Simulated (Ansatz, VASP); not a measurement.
Ru in VASP and in Ansatz

```
Ru
1.0
     3.48170    0.00000    0.00000
    -1.74085    3.01524    0.00000
     0.00000    0.00000    3.95010
Ru
3
Direct
  0.22540 0.00000 0.33333
  0.00000 0.22540 0.66667
  0.77460 0.77460 0.00000
```

Alike in both runs: task single point; functional r2SCAN; k mesh 6 × 6 × 4; occupations gaussian, width 0.1 eV; no spin polarisation.

```csv
,VASP,Ansatz
version,VASP 6.6.1,Ansatz 0.2.0
potentials or method,"VASP PAW PBE potentials, release 64 (Ru_sv), cutoff 660 eV","scalar-relativistic, plane waves, PAW"
valence electrons in the cell,48,48
```

VASP gave:

```
gap on the k mesh at the Fermi level (eV) : none
rms of the force components (eV/Å)        : 11.772
```

Problem. What did Ansatz give for the same quantities?

Solution. gap on the k mesh at the Fermi level (eV): none; rms of the force components (eV/Å): 11.731.

VASP's potentials were made for PBE, not for r2SCAN. Atom by atom the forces differ by 0.041 eV/Å (rms over components). A gap of «none» marks a metal or a gap that the smearing closes.

The k mesh is coarse, so the values compare programs but aren't converged.
